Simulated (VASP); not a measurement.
# MnS (Pm-3m) in VASP: single point with LDA

Aim: the single point of MnS with LDA.

Everything below comes from runs of VASP 6.6.1. Logs are shortened: lines on timing, memory, paths and dates and some standing lists are left out, and cuts for length are marked.

**1. The cell of the first run**

Symmetry: Pm-3m, No. 221, cubic system. The conventional cell has a = 3.099 Å, b = 3.099 Å, c = 3.099 Å, α = 90.00°, β = 90.00°, γ = 90.00°. Within 3.5 Å of Mn (site symmetry m-3m) lie 8 S at 2.68 Å and 6 Mn at 3.10 Å. S (site symmetry m-3m) has 8 Mn at 2.68 Å and 6 S at 3.10 Å within 3.5 Å.

**2. Single point, LDA, collinear spin, ferromagnetic start**

Input file INCAR:

```
  PREC = Accurate
  ENCUT = 520
  EDIFF = 1E-7
  ISMEAR = 1
  SIGMA = 0.1
  LREAL = False
  LASPH = True
  NELM = 150
  ALGO = Normal
  ISIF = 2
  LWAVE = False
  LCHARG = False
  ISPIN = 2
  MAGMOM = 4 0
  LORBIT = 11
  LMAXMIX = 4
  GGA = CA
  NBANDS = 20
```

Input file KPOINTS:

```
regular mesh
0
Gamma
  6 6 6
```

Input file POSCAR:

```
MnS
1.0
    3.0990400000      0.0000000000      0.0000000000
    0.0000000000      3.0990400000      0.0000000000
    0.0000000000      0.0000000000      3.0990400000
Mn S
1 1
Direct
    0.5000000000      0.5000000000      0.5000000000
    0.0000000000      0.0000000000      0.0000000000
```

Potentials or basis: VASP PAW LDA potentials, release 64 (Mn_pv, S).

Started as:

```console
> cat potpaw_LDA.64/Mn_pv/POTCAR potpaw_LDA.64/S/POTCAR > POTCAR
> mpirun -np 1 vasp_std > vasp.out
```

OUTCAR:

```text
PREC = Accurate
   ENCUT = 520
   EDIFF = 1E-7
   ISMEAR = 1
   LREAL = False
   LASPH = True
   NELM = 150
   ISIF = 2
   ISPIN = 2
   LORBIT = 11
   GGA = CA

 ion  position               nearest neighbor table
   1  0.500  0.500  0.500-   2 2.68   2 2.68   2 2.68   2 2.68   2 2.68   2 2.68   2 2.68   2 2.68

   2  0.000  0.000  0.000-   1 2.68   1 2.68   1 2.68   1 2.68   1 2.68   1 2.68   1 2.68   1 2.68

  LATTYP: Found a simple cubic cell.
 ALAT       =     3.0990400000

  Lattice vectors:

 A1 = (   3.0990400000,   0.0000000000,   0.0000000000)
 A2 = (   0.0000000000,   3.0990400000,   0.0000000000)
 A3 = (   0.0000000000,   0.0000000000,   3.0990400000)

Analysis of symmetry for initial positions (statically):
=====================================================================
 Subroutine PRICEL returns:
 Original cell was already a primitive cell.

 Routine SETGRP: Setting up the symmetry group for a
 simple cubic supercell.

 Subroutine GETGRP returns: Found 48 space group operations
 (whereof 48 operations were pure point group operations)
 out of a pool of 48 trial point group operations.

The static configuration has the point symmetry O_h .

Analysis of symmetry for dynamics (positions and initial velocities):
=====================================================================
 Subroutine PRICEL returns:
 Original cell was already a primitive cell.

 Routine SETGRP: Setting up the symmetry group for a
 simple cubic supercell.

 Subroutine GETGRP returns: Found 48 space group operations
 (whereof 48 operations were pure point group operations)
 out of a pool of 48 trial point group operations.

The dynamic configuration has the point symmetry O_h .

Analysis of structural, dynamic, and magnetic symmetry:
=====================================================================
 Subroutine PRICEL returns:
 Original cell was already a primitive cell.

 Routine SETGRP: Setting up the symmetry group for a
 simple cubic supercell.

 Subroutine GETGRP returns: Found 48 space group operations
 (whereof 48 operations were pure point group operations)
 out of a pool of 48 trial point group operations.

The overall configuration has the point symmetry O_h .

 Subroutine INISYM returns: Found 48 space group operations
 (whereof 48 operations are pure point group operations),
 and found     1 'primitive' translations

----------------------------------------------------------------------------------------

                                     Primitive cell
[... 109 lines left out ...]
  Thomas-Fermi vector in A             =   2.531648
   LORBIT       =     11    0 simple, 1 ext, 2 COOP (PROOUT), +10 PAW based schemes
   GGA     = CA    functional components
   LHFCALC =     F    Hartree Fock is set to
   AEXX    =    0.0000 exact exchange contribution
   IVDW    =     0    specifies the selected vdW correction
   LEPSILON=     F    determine dielectric tensor
   LRPA    =     F    only Hartree local field effects (RPA)
 spin polarized calculation
 Methfessel and Paxton  Order N= 1 SIGMA  =   0.10
  energy-cutoff  :      520.00
  volume of cell :       29.76
 maximum number of plane-waves:       840
 NGX is ok and might be reduce to    24
   NGX = 11   NGY = 11   NGZ = 11

 number of electron      18.9999973 magnetization       3.2545138

 Free energy of the ion-electron system (eV)
  ---------------------------------------------------
  ext. energy  EPLUGINS =         0.00000000
  ---------------------------------------------------
  free energy    TOTEN  =       -14.52741620 eV

  energy without entropy =      -14.52991069  energy(sigma->0) =      -14.52824770

 E-fermi :   8.0750     XC(G=0): -11.9662

 val. band max:        8.0182889641   @ k =   0.1667   0.0000   0.0000
 cond. band min:       8.2208376568   @ k =   0.1667   0.1667   0.1667
 fundamental gap:      0.2025486927
 Fermi energy:         8.0749553325

 spin component 1

 k-point     1 :       0.0000    0.0000    0.0000
  band No.  band energies     occupation
      1     -40.9791      1.00000
      2     -40.9791      1.00000
      3     -40.9791      1.00000
      4      -7.2456      1.00000
      5       4.9459      1.00000
      6       4.9459      1.00000
[... 436 lines left out ...]
      6       1.9756      1.00000
[... 12 lines left out ...]
     19      29.0662      0.00000
     20      29.0662      0.00000
 Fermi energy:         8.0749553325

 spin component 2

 k-point     1 :       0.0000    0.0000    0.0000
  band No.  band energies     occupation
      1     -37.8269      1.00000
      2     -37.8269      1.00000
      3     -37.8269      1.00000
      4      -7.1941      1.00000
      5       6.4414      1.00000
      6       6.4414      1.00000
[... 449 lines left out ...]
     19      29.3969      0.00000
     20      29.3969      0.00000

------------------------ aborting loop because EDIFF is reached ----------------------------------------

  FORCE on cell =-STRESS in cart. coord.  units (eV):
  Direction    XX          YY          ZZ          XY          YZ          ZX
  --------------------------------------------------------------------------------------
  -------------------------------------------------------------------------------------
  Total       -3.3357027     -3.3357027     -3.3357027      0.0000000      0.0000000      0.0000000
  in kB     -179.5628040   -179.5628040   -179.5628040      0.0000000      0.0000000      0.0000000
  external PRESSURE =    -179.5628040 kB  Pullay stress =       0.0000000 kB

 VOLUME and BASIS-vectors are now :
 -----------------------------------------------------------------------------
  energy-cutoff  :      520.00
  volume of cell :       29.76
      direct lattice vectors                 reciprocal lattice vectors
     3.099040000  0.000000000  0.000000000     0.322680572  0.000000000  0.000000000
     0.000000000  3.099040000  0.000000000     0.000000000  0.322680572  0.000000000
     0.000000000  0.000000000  3.099040000     0.000000000  0.000000000  0.322680572

 POSITION                                       TOTAL-FORCE (eV/Angst)
 -----------------------------------------------------------------------------------
      1.54952      1.54952      1.54952         0.000000      0.000000      0.000000
      0.00000      0.00000      0.00000         0.000000      0.000000      0.000000
 -----------------------------------------------------------------------------------
    total drift:                                0.000000      0.000000     -0.000000

  FREE ENERGIE OF THE ION-ELECTRON SYSTEM (eV)
  ---------------------------------------------------
  free  energy   TOTEN  =       -14.5274161985 eV

  energy  without entropy=      -14.5299106921  energy(sigma->0) =      -14.52824770

 total charge

# of ion       s       p       d       tot
------------------------------------------
    1        0.215   6.165   5.074  11.454
    2        1.373   2.239   0.000   3.612
--------------------------------------------------
tot          1.588   8.404   5.074  15.066

 magnetization (x)

# of ion       s       p       d       tot
------------------------------------------
    1        0.013   0.023   3.173   3.209
    2        0.026  -0.112   0.000  -0.086
--------------------------------------------------
tot          0.039  -0.089   3.173   3.123
```

stdout:

```text
POSCAR found type information on POSCAR MnS
 POSCAR found :  2 types and       2 ions
 scaLAPACK will be used
 LDA part: xc-table for (Slater(with rela. corr.)+CA(PZ))
 , standard interpolation
 POSCAR, INCAR and KPOINTS ok, starting setup
 FFT: planning ... GRIDC
 FFT: planning ... GRID_SOFT
 FFT: planning ... GRID
 WAVECAR not read
 entering main loop
```

Run time: 16 s. Hardware: 1 thread of Intel Xeon 6975P-C, shared host; peak memory 0.14 GiB.

Results:

```
Free energy                                           : -14.5274 eV
Pressure                                              : -18.0 GPa
Net moment                                            : 3.25 μB per cell
Site moments                                          : Mn +3.21; S -0.09 μB
Valence electrons inside the program's atomic spheres : Mn 11.45; S 3.61
```

Caveat: a cell with one magnetic atom can't hold antiferromagnetic order, which such compounds often take; semilocal functionals often make such compounds metallic where correlation or magnetic order opens a gap, which also shifts bond lengths. With open d or f shells a metallic result of LDA can be an artefact of self-interaction; +U or a hybrid may open a gap.
